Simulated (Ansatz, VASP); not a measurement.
C in VASP and in Ansatz

```
C
1.0
     2.44555    0.00000    0.00000
     0.00000    4.23347    0.00000
     0.00000    0.00000    6.87003
C
8
Direct
  0.50000 0.66669 0.50000
  0.00000 0.83331 0.50000
  0.50000 0.16669 0.00000
  0.00000 0.33331 0.00000
  0.00000 0.66669 0.00000
  0.50000 0.83331 0.00000
  0.00000 0.16669 0.50000
  0.50000 0.33331 0.50000
```

Change from the starting cell: strain along c alone, the other axes held, atoms relaxed: +2.0 %.

Alike in both runs: functional LDA; k mesh 14 × 8 × 6; occupations gaussian, width 0.1 eV; no spin polarisation.

Ansatz relaxed the structure, and its values are those at the end. VASP's run is a single point on that final structure, the one shown.

|  | VASP | Ansatz |
| --- | --- | --- |
| version | VASP 6.6.1 | Ansatz 0.2.0 |
| potentials or method | VASP PAW LDA potentials, release 64 (C), cutoff 520 eV | scalar-relativistic, plane waves, PAW |
| valence electrons in the cell | 32 | 32 |

|  | VASP | Ansatz | Ansatz less VASP |
| --- | --- | --- | --- |
| gap on the k mesh at the Fermi level (eV) | none | none | - |
| pressure (GPa) | 0.6 | -0.1 | -0.78 |
| rms of the force components (eV/Å) | 0.004 | 0.004 | +0.0002 |

LDA's correlation is that of Perdew and Zunger in VASP and of Perdew and Wang (1992) in Ansatz. A gap of «none» marks a metal or a gap that the smearing closes. Ansatz's warnings: stress scf threshold loose.
